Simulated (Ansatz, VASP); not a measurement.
# One calculation of WC, two programs

INCAR

```
ALGO = Normal
EDIFF = 1E-8
ENCUT = 520
GGA = PS
ISIF = 2
ISMEAR = -1
LASPH = T
LCHARG = F
LEFG = T
LREAL = F
LWAVE = F
NBANDS = 16
NELM = 60
PREC = Accurate
SIGMA = 0.05
```

File KPOINTS:

```
k-points
0
Gamma
  14 14 13
```

File POSCAR:

```
WC
1.0
    2.9101377242      0.0000000000      0.0000000000
   -1.4550688621      2.5202531977      0.0000000000
    0.0000000000      0.0000000000      2.8383987401
W C
1 1
Direct
    0.0000000000      0.0000000000      0.0000000000
    0.6666666667      0.3333333333      0.5000000000
```

Input for Ansatz:

```yaml
crystal:
  lattice:
    - [2.9101377242, 0.0, 0.0]
    - [-1.4550688621, 2.5202531977, 0.0]
    - [0.0, 0.0, 2.8383987401]
  atoms:
    - { symbol: W, position: [0.0, 0.0, 0.0] }
    - { symbol: C, position: [0.6666666667, 0.3333333333, 0.5] }
kpoints:
  mp_grid: { grid: [14, 14, 13] }
scf:
  occupations: { method: fermi_dirac, width: 0.05 }
hamiltonian:
  xc: pbesol
  pseudopotentials: { kind: all_electron, datasets: crystal }
output:
  forces: true
  stress: true
  eigenvalues: true
  efg: { contact_densities: true }
```

Change from the starting cell: volume scaled by 1.01, crystal datasets.

Alike in both runs: task electric field gradients; functional PBEsol; k mesh 14 × 14 × 13; occupations fermi-dirac, width 0.05 eV; no spin polarisation.

|  | VASP | Ansatz |
| --- | --- | --- |
| version | VASP 6.6.1 | Ansatz 0.2.0 |
| potentials or method | VASP PAW PBE potentials, release 64 (W_sv, C), cutoff 520 eV | all-electron PAW with datasets made for the crystal, scalar-relativistic |

VASP gave:

| Property | Result |
| --- | --- |
| pressure (GPa) | -3.5 |
| traceless stress, the component that is largest in VASP (GPa) | -0.04 |
| size of Vzz on the site where it differs most (V/Å²) | 138.4 |

Q: Estimate Ansatz's values.

A: Pressure (GPa): -4.6; traceless stress, the component that is largest in VASP (GPa): -0.28; size of Vzz on the site where it differs most (V/Å²): 127.7.

VASP's potentials were made for PBE, not for PBEsol. Ansatz ran all-electron here, and VASP with PAW potentials.

Neither program's run includes spin-orbit coupling.
